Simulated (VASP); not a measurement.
Write the native input for VASP 6.6.1 that does the following.

```yaml
Task: single point
Functional: LDA
Potentials_or_basis: VASP PAW LDA potentials, release 64 (C)
Cutoff: 520 eV
k_mesh: 22 × 22 × 22
Occupations: fermi-dirac, width 0.08 eV
Spin: no spin polarisation
Dipole_correction: no
Further_INCAR_settings: ALGO = Normal; EDIFF = 1e-07; NBANDS = 11
```

The structure of C lies in POSCAR:

```
C
1.0
    1.2224565501      0.7057856182      3.3277485168
   -1.2224565501      0.7057856182      3.3277485168
    0.0000000000     -1.4115712365      3.3277485168
C
2
Direct
    0.8333923194      0.8333923194      0.8333923194
    0.1666076806      0.1666076806      0.1666076806
```

These files were run (other wordings do the same):

INCAR

```
SYSTEM = C
PREC = Accurate
ENCUT = 520
EDIFF = 1E-7
ISMEAR = -1
SIGMA = 0.08
LREAL = .False.
LASPH = .True.
NELM = 60
ALGO = Normal
ISIF = 2
LWAVE = .False.
LCHARG = .False.
NBANDS = 11
```

KPOINTS

```
Automatic mesh
0
Gamma
  22 22 22
  0 0 0
```

Potentials or basis: VASP PAW LDA potentials, release 64 (C).

Command:

```sh
$ cat potpaw_LDA.64/C/POTCAR > POTCAR
$ mpirun -np 1 vasp_std > vasp.out
```

Results of the run:

```
Pressure : 0.8 GPa
```

It took 4.7 min on 1 thread of Intel(R) Xeon(R) 6975P-C (Granite Rapids) (shared host), peak memory 0.25 GiB.
